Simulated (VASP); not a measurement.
# W3Cl (Pm-3m) in VASP: notebook

W3Cl is run at these levels: PBE; tasks: single point, relaxation of cell and atoms.

Everything below comes from runs of VASP 6.6.1. Logs are shortened: lines on timing, memory, paths and dates and some standing lists are left out, and cuts for length are marked.

### Step 1. The cell of the first run

Symmetry: Pm-3m, No. 221, cubic system. Conventional cell: a = 4.390 Å, b = 4.390 Å, c = 4.390 Å, α = 90.00°, β = 90.00°, γ = 90.00°. W (site symmetry 4/mmm) has 2 Cl at 2.20 Å within 2.9 Å. W (site symmetry 4/mmm) has 2 Cl at 2.20 Å within 2.9 Å. Cl (site symmetry m-3m) has 6 W at 2.20 Å within 2.9 Å.

### Step 2. Single point, PBE

INCAR reads:

```
SYSTEM = W3Cl
PREC = Accurate ; ENCUT = 500
EDIFF = 1E-6 ; ISMEAR = 0
SIGMA = 0.1 ; LREAL = .False.
LASPH = .True. ; NELM = 120
ALGO = Normal ; ISIF = 2
LWAVE = .False. ; LCHARG = .True.
GGA = PE ; LELF = .True.
LVHAR = .True. ; NBANDS = 59
GGA_COMPAT = .False.
```

KPOINTS reads:

```
regular mesh
0
Gamma
  6 6 4
  0 0 0
```

POSCAR reads:

```
W3Cl
1.0
   -4.3903794349      0.0000000000      0.0000000000
    0.0000000000      0.0000000000     -4.3903794349
    0.0000000000     -8.7807588698      0.0000000000
W Cl
6 2
Direct
    0.5000000000      0.0000000000      0.0000000000
    0.5000000000      0.0000000000      0.5000000000
    0.0000000000      0.0000000000      0.7500000000
    0.0000000000      0.0000000000      0.2500000000
    0.0000000000      0.5000000000      0.0000000000
    0.0000000000      0.5000000000      0.5000000000
    0.0000000000      0.0000000000      0.0000000000
    0.0000000000      0.0000000000      0.5000000000
```

Potentials or basis: VASP PAW PBE potentials, release 64 (W_sv, Cl).

Run with:

```sh
$ cat potpaw_PBE.64/W_sv/POTCAR potpaw_PBE.64/Cl/POTCAR > POTCAR
$ mpirun -np 1 vasp_std > vasp.out
```

OUTCAR:

```text
SYSTEM = W3Cl
   PREC = Accurate
   ENCUT = 500
   EDIFF = 1E-6
   ISMEAR = 0
   LREAL = .False.
   LASPH = .True.
   NELM = 120
   ISIF = 2
   GGA = PE

 ion  position               nearest neighbor table
   1  0.500  0.000  0.000-   7 2.20   7 2.20   5 3.10   3 3.10   5 3.10   3 3.10   4 3.10   5 3.10
                             4 3.10   5 3.10
   2  0.500  0.000  0.500-   8 2.20   8 2.20   6 3.10   3 3.10   6 3.10   3 3.10   4 3.10   6 3.10
                             4 3.10   6 3.10
   3  0.000  0.000  0.750-   7 2.20   8 2.20   5 3.10   6 3.10   1 3.10   2 3.10   5 3.10   6 3.10
                             1 3.10   2 3.10
   4  0.000  0.000  0.250-   7 2.20   8 2.20   5 3.10   6 3.10   1 3.10   2 3.10   5 3.10   6 3.10
                             1 3.10   2 3.10
   5  0.000  0.500  0.000-   7 2.20   7 2.20   4 3.10   1 3.10   1 3.10   3 3.10   4 3.10   3 3.10
                             1 3.10   1 3.10
   6  0.000  0.500  0.500-   8 2.20   8 2.20   4 3.10   2 3.10   2 3.10   3 3.10   4 3.10   3 3.10
                             2 3.10   2 3.10
   7  0.000  0.000  0.000-   1 2.20   3 2.20   4 2.20   5 2.20   5 2.20   1 2.20
   8  0.000  0.000  0.500-   2 2.20   3 2.20   4 2.20   6 2.20   6 2.20   2 2.20

  LATTYP: Found a simple tetragonal cell.
 ALAT       =     4.3903794349
 C/A-ratio  =     2.0000000000

  Lattice vectors:

 A1 = (  -4.3903794349,   0.0000000000,   0.0000000000)
 A2 = (   0.0000000000,   0.0000000000,  -4.3903794349)
 A3 = (   0.0000000000,  -8.7807588698,   0.0000000000)

Analysis of symmetry for initial positions (statically):
=====================================================================
 Subroutine PRICEL returns following result:

  LATTYP: Found a simple cubic cell.
 ALAT       =     4.3903794349

  Lattice vectors:

 A1 = (  -4.3903794349,   0.0000000000,   0.0000000000)
 A2 = (   0.0000000000,   0.0000000000,  -4.3903794349)
 A3 = (   0.0000000000,  -4.3903794349,   0.0000000000)

   2 primitive cells build up your supercell.

 Routine SETGRP: Setting up the symmetry group for a
 simple tetragonal supercell.

 Subroutine GETGRP returns: Found 16 space group operations
 (whereof 16 operations were pure point group operations)
 out of a pool of 16 trial point group operations.

The static configuration has the point symmetry D_4h.

Analysis of symmetry for dynamics (positions and initial velocities):
=====================================================================
 Subroutine PRICEL returns following result:

  LATTYP: Found a simple cubic cell.
 ALAT       =     4.3903794349

  Lattice vectors:

 A1 = (  -4.3903794349,   0.0000000000,   0.0000000000)
 A2 = (   0.0000000000,   0.0000000000,  -4.3903794349)
 A3 = (   0.0000000000,  -4.3903794349,   0.0000000000)

   2 primitive cells build up your supercell.

 Routine SETGRP: Setting up the symmetry group for a
 simple tetragonal supercell.

 Subroutine GETGRP returns: Found 16 space group operations
 (whereof 16 operations were pure point group operations)
 out of a pool of 16 trial point group operations.

The dynamic configuration has the point symmetry D_4h.

 Subroutine INISYM returns: Found 16 space group operations
 (whereof 16 operations are pure point group operations),
 and found     2 'primitive' translations

----------------------------------------------------------------------------------------

                                     Primitive cell

  volume of cell :      84.6265

  direct lattice vectors                    reciprocal lattice vectors
    -4.390379435  0.000000000  0.000000000    -0.227770746  0.000000000  0.000000000
     0.000000000  0.000000000 -4.390379435     0.000000000  0.000000000 -0.227770746
     0.000000000 -4.390379435  0.000000000     0.000000000 -0.227770746  0.000000000

  length of vectors
     4.390379435  4.390379435  4.390379435     0.227770746  0.227770746  0.227770746

  position of ions in fractional coordinates (direct lattice)
     0.500000000  0.000000000  0.000000000
     0.000000000  0.000000000  0.500000000
     0.000000000  0.500000000  0.000000000
     0.000000000  0.000000000  0.000000000

  ion indices of the primitive-cell ions
   primitive index   ion index
                 1           1
                 2           3
                 3           5
                 4           7

----------------------------------------------------------------------------------------

 KPOINTS: regular mesh

Automatic generation of k-mesh.
 Grid dimensions read from file:
 generate k-points for:    6    6    4

 Generating k-lattice:

  Cartesian coordinates                     Fractional coordinates (reciprocal lattice)
    -0.037961791  0.000000000  0.000000000     0.166666667  0.000000000  0.000000000
     0.000000000  0.000000000 -0.037961791     0.000000000  0.166666667  0.000000000
     0.000000000 -0.028471343  0.000000000     0.000000000  0.000000000  0.250000000

  Length of vectors
     0.037961791  0.037961791  0.028471343

  Shift w.r.t. Gamma in fractional coordinates (k-lattice)
     0.000000000  0.000000000  0.000000000

 Subroutine IBZKPT returns following result:
 ===========================================

 Found     30 irreducible k-points:

 Following reciprocal coordinates:
            Coordinates               Weight
  0.000000  0.000000  0.000000      1.000000
  0.166667  0.000000  0.000000      4.000000
  0.333333  0.000000  0.000000      4.000000
  0.500000  0.000000  0.000000      2.000000
  0.166667  0.166667  0.000000      4.000000
  0.333333  0.166667  0.000000      8.000000
[... 16 lines left out ...]
  0.333333  0.000000  0.500000      4.000000
  0.500000  0.000000  0.500000      2.000000
 [... further k-points ...]
   k-points           NKPTS =     30   k-points in BZ     NKDIM =     30   number of bands    NBANDS=     59
   number of dos      NEDOS =    301   number of ions     NIONS =      8
   total plane-waves  NPLWV =  65536
   dimension x,y,z NGX =    32 NGY =   32 NGZ =   64
   dimension x,y,z NGXF=    64 NGYF=   64 NGZF=  128
   ions per type =               6   2
   NGX,Y,Z   is equivalent  to a cutoff of  12.12, 12.12, 12.12 a.u.
   NGXF,Y,Z  is equivalent  to a cutoff of  24.23, 24.23, 24.23 a.u.
 SYSTEM =  W3Cl
   PREC   = accura    normal or accurate (medium, high low for compatibility)
   ISTART =      0    job   : 0-new  1-cont  2-samecut
   ICHARG =      2    charge: 1-file 2-atom 10-const
   ISPIN  =      1    spin polarized calculation?
   LNONCOLLINEAR =      F non collinear calculations
   LSORBIT =      F    spin-orbit coupling
   LASPH  =      T    aspherical Exc in radial PAW
   ENCUT  =  500.0 eV  36.75 Ry    6.06 a.u.   8.00  8.00 16.01*2*pi/ulx,y,z
   NELM   =    120;   NELMIN=  2; NELMDL= -5     # of ELM steps
   EDIFF  = 0.1E-05   stopping-criterion for ELM
   LREAL  =      F    real-space projection
   EDIFFG = 0.1E-04   stopping-criterion for IOM
   NSW    =      0    number of steps for IOM
   IBRION =     -1    ionic relax: 0-MD 1-quasi-New 2-CG
   NFREE  =      0    steps in history (QN), initial steepest desc. (CG)
   ISIF   =      2    stress and relaxation
   ISYM   =      2    0-nonsym 1-usesym 2-fastsym
   POTIM  = 0.5000    time-step for ionic-motion
   TEBEG  =    0.0;   TEEND  =   0.0 temperature during run
   PSTRESS=    0.0 pullay stress
   NELECT =      98.0000    total number of electrons
   NUPDOWN=      -1.0000    fix difference up-down
   EMIN   =  10.00;   EMAX   =-10.00  energy-range for DOS
   EFERMI =   0.00;   METHOD = LEGACY
   ISMEAR =     0;   SIGMA  =   0.10  broadening in eV -4-tet -1-fermi 0-gaus
   EFERMI_NEDOS =   21; number of points for ismear=-14 and -15
   IALGO  =     38    algorithm
   IMIX   =      4    mixing-type and parameters
     AMIX     =   0.40;   BMIX     =  1.00
     AMIX_MAG =   1.60;   BMIX_MAG =  1.00
  volume/ion in A,a.u.               =      21.16       142.77
  Fermi-wavevector in a.u.,A,eV,Ry     =   1.364493  2.578519 25.331905  1.861842
  Thomas-Fermi vector in A             =   2.490804
   LORBIT       =      0    0 simple, 1 ext, 2 COOP (PROOUT), +10 PAW based schemes
   GGA     = PE    functional components
   LHFCALC =     F    Hartree Fock is set to
   AEXX    =    0.0000 exact exchange contribution
   IVDW    =     0    specifies the selected vdW correction
   LEPSILON=     F    determine dielectric tensor
   LRPA    =     F    only Hartree local field effects (RPA)
 non-spin polarized calculation
 Gauss-broadening in eV      SIGMA  =   0.10
  energy-cutoff  :      500.00
  volume of cell :      169.25
 maximum number of plane-waves:      4352
   NGX = 17   NGY = 17   NGZ = 33

 number of electron      98.0000061 magnetization

 Free energy of the ion-electron system (eV)
  ---------------------------------------------------
  ext. energy  EPLUGINS =         0.00000000
  ---------------------------------------------------
  free energy    TOTEN  =       -60.42953419 eV

  energy without entropy =      -60.37400650  energy(sigma->0) =      -60.40177035

 E-fermi :   6.6381     XC(G=0): -11.0779

 val. band max:        6.6373895947   @ k =   0.5000   0.1667   0.0000
 cond. band min:       6.6401930015   @ k =   0.5000   0.5000   0.5000
 fundamental gap:      0.0028034069
 Fermi energy:         6.6381491569

 k-point     1 :       0.0000    0.0000    0.0000
  band No.  band energies     occupation
      1     -67.4435      2.00000
      2     -67.4307      2.00000
      3     -67.4182      2.00000
      4     -67.4057      2.00000
      5     -67.4055      2.00000
      6     -67.4054      2.00000
[... 51 lines left out ...]
     58       9.6378      0.00000
     59      10.0707      0.00000

 k-point     2 :       0.1667    0.0000    0.0000
  band No.  band energies     occupation
      1     -67.4412      2.00000
      2     -67.4290      2.00000
      3     -67.4182      2.00000
      4     -67.4078      2.00000
      5     -67.4071      2.00000
      6     -67.4057      2.00000
[... 1353 lines left out ...]
     58       8.5116      0.00000
     59       8.9983      0.00000

 k-point    24 :       0.5000    0.0000    0.5000
  band No.  band energies     occupation
      1     -67.4271      2.00000
      2     -67.4271      2.00000
      3     -67.4179      2.00000
      4     -67.4179      2.00000
      5     -67.4093      2.00000
      6     -67.4093      2.00000
[... 51 lines left out ...]
     58       8.3380      0.00000
     59       8.9936      0.00000

 [... further k-points ...]
[... 5 lines left out ...]
  --------------------------------------------------------------------------------------
  -------------------------------------------------------------------------------------
  Total        0.6089979      0.5078623      0.6089979     -0.0000000     -0.0000000      0.0000000
  in kB        5.7648796      4.8075119      5.7648796     -0.0000000     -0.0000000      0.0000000
  external PRESSURE =       5.4457570 kB  Pullay stress =       0.0000000 kB

 VOLUME and BASIS-vectors are now :
 -----------------------------------------------------------------------------
  energy-cutoff  :      500.00
  volume of cell :      169.25
      direct lattice vectors                 reciprocal lattice vectors
    -4.390379435  0.000000000  0.000000000    -0.227770746  0.000000000  0.000000000
     0.000000000  0.000000000 -4.390379435     0.000000000  0.000000000 -0.227770746
     0.000000000 -8.780758870  0.000000000     0.000000000 -0.113885373  0.000000000

 POSITION                                       TOTAL-FORCE (eV/Angst)
 -----------------------------------------------------------------------------------
     -2.19519      0.00000      0.00000        -0.000000      0.000000      0.000000
     -2.19519     -4.39038      0.00000        -0.000000     -0.000000      0.000000
      0.00000     -6.58557      0.00000         0.000000     -0.000000      0.000000
      0.00000     -2.19519      0.00000         0.000000      0.000000      0.000000
      0.00000      0.00000     -2.19519         0.000000      0.000000     -0.000000
      0.00000     -4.39038     -2.19519         0.000000      0.000000     -0.000000
      0.00000      0.00000      0.00000         0.000000      0.000000      0.000000
      0.00000     -4.39038      0.00000         0.000000      0.000000      0.000000
 -----------------------------------------------------------------------------------
    total drift:                               -0.000000      0.000000     -0.000000

  FREE ENERGIE OF THE ION-ELECTRON SYSTEM (eV)
  ---------------------------------------------------
  free  energy   TOTEN  =       -60.4295341921 eV

  energy  without entropy=      -60.3740065030  energy(sigma->0) =      -60.40177035
```

Run time: 4.5 min. Hardware: 1 thread of Oxide Virtual Turin-like, shared host; peak memory 0.33 GiB.

Results:

- Free energy: -60.4295 eV
- Pressure: 0.5 GPa
- Band gap on the k mesh: zero (bands 49 and 50 overlap by 1.24 eV)

Caveat: spin-orbit coupling is left out, which moves the levels of the heavy elements.

### Step 3. Relaxation of cell and atoms, PBE

This run uses another cell than the first one: it holds 4 atoms, not 8.

INCAR reads:

```
SYSTEM = W3Cl
ALGO = Normal
EDIFF = 1E-7
EDIFFG = -0.01
ENCUT = 500
GGA = PE
GGA_COMPAT = .False.
IBRION = 2
ISIF = 3
ISMEAR = 0
LASPH = .True.
LCHARG = .False.
LREAL = .False.
LWAVE = .False.
NELM = 120
NELMIN = 4
NSW = 100
PREC = Accurate
SIGMA = 0.1
```

KPOINTS reads:

```
k-points
0
Gamma
  10 10 10
  0 0 0
```

POSCAR reads:

```
W3Cl
1.0
    4.3903794349      0.0000000000      0.0000000000
    0.0000000000      4.3903794349      0.0000000000
    0.0000000000      0.0000000000      4.3903794349
W Cl
3 1
Direct
    0.5000000000      0.0000000000      0.0000000000
    0.0000000000      0.5000000000      0.0000000000
    0.0000000000      0.0000000000      0.5000000000
    0.0000000000      0.0000000000      0.0000000000
```

Potentials or basis: VASP PAW PBE potentials, release 64 (W_sv, Cl).

Run with:

```sh
$ cat potpaw_PBE.64/W_sv/POTCAR potpaw_PBE.64/Cl/POTCAR > POTCAR
$ mpirun -np 1 vasp_std > vasp.out
```

Run time: 4.5 min. Hardware: 1 thread of Oxide Virtual Turin-like, shared host; peak memory 0.22 GiB.

The run converged. Its results:

```yaml
Free_energy: -30.2208 eV
Relaxed_volume: 21.23 Å³/atom
Relaxed_cell: a = 4.396 Å, b = 4.396 Å, c = 4.396 Å, α = 90.00°, β = 90.00°, γ = 90.00°
Space_group_after_relaxing_to_0.1_Å: Pm-3m (No. 221)
Energy_gained_by_relaxing: 0.1 meV/atom
Ionic_steps: 3
Pressure_after_relaxing: 0.0 GPa
Band_gap_on_the_k_mesh: zero (an odd number of electrons rules out a gap without spin polarisation)
```

The path:
```csv
step,energy change (eV),largest force (eV/Å),pressure (GPa),volume (Å³)
1,0.0000,0.0000,0.59,84.63
2,0.0019,0.0000,-1.22,85.59
3,-0.0006,0.0000,0.00,84.93
```

Final structure:
```
W Cl
1.0
     4.39567    0.00000    0.00000
     0.00000    4.39567    0.00000
     0.00000    0.00000    4.39567
W Cl
3 1
Direct
  0.50000 0.00000 0.00000
  0.00000 0.50000 0.00000
  0.00000 0.00000 0.50000
  0.00000 0.00000 0.00000
```

Levels at points of the mesh, in eV from the Fermi level:
```tsv
k point	band 20	band 21	band 22	band 23	band 24	band 25	band 26	band 27	band 28	band 29
(0.00, 0.00, 0.00)	-4.06	-2.41	-2.41	-0.86	-0.86	1.11	1.11	1.11	3.41	3.41
(0.50, 0.00, 0.00)	-2.47	-2.47	-0.93	-0.71	-0.11	0.53	1.03	1.03	1.17	1.18
(0.50, 0.50, 0.00)	-1.84	-1.52	-0.96	-0.76	-0.76	0.07	0.64	0.82	1.23	1.52
(0.50, 0.50, 0.50)	-1.37	-0.88	-0.88	-0.88	0.80	0.80	0.80	1.88	1.88	3.10
```

Caveat: spin-orbit coupling is left out, which moves the levels of the heavy elements.
